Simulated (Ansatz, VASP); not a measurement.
**ZrB: VASP beside Ansatz**

File INCAR:

```
SYSTEM = ZrB
ALGO = Normal
EDIFF = 1E-6
ENCUT = 520
ISIF = 2
ISMEAR = 0
LASPH = .TRUE.
LCHARG = .FALSE.
LREAL = .FALSE.
LWAVE = .FALSE.
NBANDS = 14
NELM = 80
PREC = Accurate
SIGMA = 0.15
```

Contents of KPOINTS:

```
k-points
0
G
  16 16 16
  0 0 0
```

The input POSCAR:

```
ZrB
1.0
    0.0000000000      2.4153850465      2.3267404153
    2.4153850465      0.0000000000      2.3267404153
    2.4153850465      2.4153850465      0.0000000000
Zr B
1 1
Direct
    0.0000000000      0.0000000000      0.0000000000
    0.5000000000      0.5000000000      0.5000000000
```

Input for Ansatz:

```yaml
crystal:
  lattice:
    - [0.0, 2.4153850465, 2.3267404153]
    - [2.4153850465, 0.0, 2.3267404153]
    - [2.4153850465, 2.4153850465, 0.0]
  atoms:
    - { symbol: Zr, position: [0.0, 0.0, 0.0] }
    - { symbol: B, position: [0.5, 0.5, 0.5] }
basis:
  ecutwfc: 520.0
kpoints:
  mp_grid: { grid: [16, 16, 16] }
hamiltonian:
  xc: lda
scf:
  occupations: { method: gaussian, width: 0.15 }
output:
  forces: true
  stress: true
  eigenvalues: true
```

Change from the starting cell: normal strain along x +0.0000, normal strain along z -0.0367.

Alike in both runs: task single point; functional LDA; k mesh 16 × 16 × 16; occupations gaussian, width 0.15 eV; no spin polarisation.

|  | VASP | Ansatz |
| --- | --- | --- |
| version | VASP 6.6.1 | Ansatz 0.2.0 |
| potentials or method | VASP PAW LDA potentials, release 64 (Zr_sv, B), cutoff 520 eV | scalar-relativistic, plane waves, PAW |
| valence electrons in the cell | 15 | 15 |

|  | VASP | Ansatz | Ansatz less VASP |
| --- | --- | --- | --- |
| gap on the k mesh at the Fermi level (eV) | none | none | - |
| pressure (GPa) | 7.9 | 7.5 | -0.38 |
| traceless stress, the component that is largest in VASP (GPa) | 9.60 | 9.57 | -0.035 |

LDA's correlation is that of Perdew and Zunger in VASP and of Perdew and Wang (1992) in Ansatz. A gap of «none» marks a metal or a gap that the smearing closes.
